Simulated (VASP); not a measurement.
A run of VASP 6.6.1 is set up as follows.

The input POSCAR:

```
CuAgS2
1.0
    1.7985883400      1.0384154700      6.5295620300
   -1.7985883400      1.0384154700      6.5295620300
    0.0000000000     -2.0768309300      6.5295620300
Ag Cu S
1 1 2
Direct
    0.5000000000      0.5000000000      0.5000000000
    0.0000000000      0.0000000000      0.0000000000
    0.2667000000      0.2667000000      0.2667000000
    0.7333000000      0.7333000000      0.7333000000
```

Contents of INCAR.step1:

```
ALGO = Normal
EDIFF = 1E-4
ENCUT = 520
GGA = PE
ISMEAR = 0
ISPIN = 2
LASPH = True
LCHARG = False
LDAU = True
LDAUJ = 0 0 0
LDAUL = -1 2 -1
LDAUTYPE = 2
LDAUU = 0 4 0
LMAXMIX = 4
LREAL = False
LWAVE = True
MAGMOM = 0 2 0 0
NBANDS = 29
NELM = 150
PREC = Accurate
SIGMA = 0.05
```

Contents of INCAR.step2:

```
ALGO = Normal
EDIFF = 1E-7
ENCUT = 520
ISIF = 2
ISMEAR = 0
ISPIN = 2
ISTART = 1
LASPH = True
LCHARG = True
LDAU = True
LDAUJ = 0 0 0
LDAUL = -1 2 -1
LDAUPRINT = 1
LDAUTYPE = 2
LDAUU = 0 4 0
LELF = True
LMAXMIX = 4
LMIXTAU = True
LORBIT = 11
LREAL = False
LVHAR = True
LWAVE = False
MAGMOM = 0 2 0 0
METAGGA = R2SCAN
NBANDS = 29
NELM = 150
PREC = Accurate
SIGMA = 0.05
```

File KPOINTS:

```
k-points
0
Gamma
  6 6 6
```

Potentials or basis: VASP PAW PBE potentials, release 64 (Ag, Cu, S).

Launch:

```sh
$ cat potpaw_PBE.64/Ag/POTCAR potpaw_PBE.64/Cu/POTCAR potpaw_PBE.64/S/POTCAR > POTCAR
$ cp INCAR.step1 INCAR
$ mpirun -np 1 vasp_std > vasp.out
$ cp INCAR.step2 INCAR
$ mpirun -np 1 vasp_std > vasp.out
```

Question: What does it give for the band gap on the k mesh?

Answer: Zero (filled and empty bands overlap).

Question: Estimate the net moment.

Answer: 0.00 μB per cell.

Forces on the atoms (eV/Å):
```
Ag   0.000  0.000  0.000
Cu   0.000  0.000  0.000
S    0.000  0.000 -0.418
S    0.000  0.000  0.418
```

Caveat: the cell stands under tension; the PAW data sets were made with another functional, which shifts forces and pressure a little.
